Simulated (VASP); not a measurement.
A run of VASP 6.6.1:

The input INCAR:

```
SYSTEM = KF
  PREC = Accurate
  ENCUT = 520
  EDIFF = 1E-7
  ISMEAR = -1
  SIGMA = 0.01
  LREAL = .FALSE.
  LASPH = .TRUE.
  NELM = 80
  ALGO = Normal
  ISIF = 2
  LWAVE = .FALSE.
  LCHARG = .FALSE.
  GGA = PS
  NBANDS = 15
```

Contents of KPOINTS:

```
regular mesh
0
G
  9 9 9
  0 0 0
```

Contents of POSCAR:

```
KF
1.0
    0.0267350000      2.6868675000      2.6868675000
    2.6868675000      0.0267350000      2.6868675000
    2.6868675000      2.6868675000      0.0267350000
K F
1 1
Direct
    0.0000000000      0.0000000000      0.0000000000
    0.5000000000      0.5000000000      0.5000000000
```

Potentials or basis: VASP PAW PBE potentials, release 64 (K_sv, F).

Launch:

```console
$ cat potpaw_PBE.64/K_sv/POTCAR potpaw_PBE.64/F/POTCAR > POTCAR
$ mpirun -np 1 vasp_std > vasp.out
```

Hardware: 1 thread of Intel Xeon 8259CL, on a shared host.

Q: How long does it take, and how much memory?

A: Run time: 80 s on 1 thread of Intel Xeon 8259CL, on a shared host, peak memory 0.18 GiB. Counts: scf iterations 14, k points 85.
